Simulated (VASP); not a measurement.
Ir3C, 4 atoms in the cell. The cell holds a slab with vacuum, 4 atoms: a = 2.695 Å, b = 2.695 Å, c = 21.277 Å, α = 90.00°, β = 90.00°, γ = 120.00°. 

- Program: VASP 6.6.1
- Task: single point
- Functional: LDA
- Potentials or basis: VASP PAW LDA potentials, release 64 (Ir, C)
- Cutoff: 520 eV
- k mesh: 12 × 12 × 1
- Occupations: gaussian, width 0.1 eV
- Spin: collinear spin
- Starting moments: [0.0, 0.0, 0.0, 2.0] μB
- Dipole correction: yes
- Further INCAR settings: ALGO = Normal; EDIFF = 1e-06; NBANDS = 28

Potentials or basis: VASP PAW LDA potentials, release 64 (Ir, C).

Run with:

```bash
$ cat potpaw_LDA.64/Ir/POTCAR potpaw_LDA.64/C/POTCAR > POTCAR
$ mpirun -np 1 vasp_std > vasp.out
```

Hardware: 1 thread of Intel(R) Xeon(R) 6975P-C (Granite Rapids) (shared host).

How long does it take, and how much memory?

Wall time 4.7 min on 1 thread of Intel(R) Xeon(R) 6975P-C (Granite Rapids) (shared host), peak memory 0.37 GiB. Counts: scf iterations 30, k points 43.
